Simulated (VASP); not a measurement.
Write the native input for VASP 6.6.1 that does the following.

```yaml
Task: single point
Functional: PBE
Potentials_or_basis: VASP PAW PBE potentials, release 64 (Ga_d, As)
Cutoff: 520 eV
k_mesh: 8 × 8 × 8
Occupations: gaussian, width 0.05 eV
Spin: no spin polarisation
Dipole_correction: no
Further_INCAR_settings: ALGO = Normal; EDIFF = 1e-07; NBANDS = 16
```

The structure of GaAs lies in POSCAR:

```
GaAs
1.0
    0.0000000000      3.1731915787      2.2434464461
    3.1731915787      0.0000000000      2.2434464461
    3.1731915787      3.1731915787      0.0000000000
Ga As
1 1
Direct
    0.0000000000      0.0000000000      0.0000000000
    0.7500000000      0.7500000000      0.7500000000
```

This cell differs from its parent crystal: ratio of the length along z to the lengths across it x 0.707, volume and fractional coordinates fixed.

One way to write it, as run:

INCAR

```
SYSTEM = GaAs
PREC = Accurate
ENCUT = 520
EDIFF = 1E-7
ISMEAR = 0
SIGMA = 0.05
LREAL = .False.
LASPH = .True.
NELM = 100
ALGO = Normal
ISIF = 2
LWAVE = .False.
LCHARG = .True.
GGA = PE
LELF = .True.
LVHAR = .True.
NBANDS = 16
```

KPOINTS

```
regular mesh
0
Gamma
  8 8 8
  0 0 0
```

Potentials or basis: VASP PAW PBE potentials, release 64 (Ga_d, As).

Command:

```bash
$ cat potpaw_PBE.64/Ga_d/POTCAR potpaw_PBE.64/As/POTCAR > POTCAR
$ mpirun -np 1 vasp_std > vasp.out
```

Results of the run:

```
Pressure               : 0.9 GPa
Band gap on the k mesh : zero (band 9 reaches 4.33 eV, above the bottom of band 10 at 3.44 eV)
```

Wall time 22 s on 1 thread of Intel(R) Xeon(R) 6975P-C (Granite Rapids), with other jobs on the host, peak memory 0.2 GiB.
